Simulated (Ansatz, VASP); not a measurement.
## MgS in VASP and in Ansatz

```
CELL_PARAMETERS angstrom
0.00000 2.67970 2.52360
2.67970 0.00000 2.52360
2.67970 2.67970 0.00000
ATOMIC_POSITIONS crystal
Mg 0.00000 0.00000 0.00000
S 0.50000 0.50000 0.50000
```

Change from the starting cell: strain +0.030 along x and y, -0.030 along z, atoms carried along.

Alike in both runs: task single point; functional PBE; k mesh 8 × 8 × 8; occupations gaussian, width 0.05 eV; no spin polarisation.

```csv
,VASP,Ansatz
version,VASP 6.6.1,Ansatz 0.2.0
potentials or method,"VASP PAW PBE potentials, release 64 (Mg, S), cutoff 520 eV","scalar-relativistic, plane waves, PAW"
valence electrons in the cell,8,16
```

|  | VASP | Ansatz | Ansatz less VASP |
| --- | --- | --- | --- |
| gap on the k mesh at the Fermi level (eV) | 2.48 | 2.49 | +0.016 |
| least direct gap on the mesh (eV) | 3.40 | 3.41 | +0.012 |
| pressure (GPa) | -0.7 | -0.4 | +0.29 |
| traceless stress, the component that is largest in VASP (GPa) | 3.97 | 4.00 | +0.025 |

VASP's potentials hold 8 valence electrons a cell and Ansatz's 16, so a difference there can come from the potentials and not from the codes.
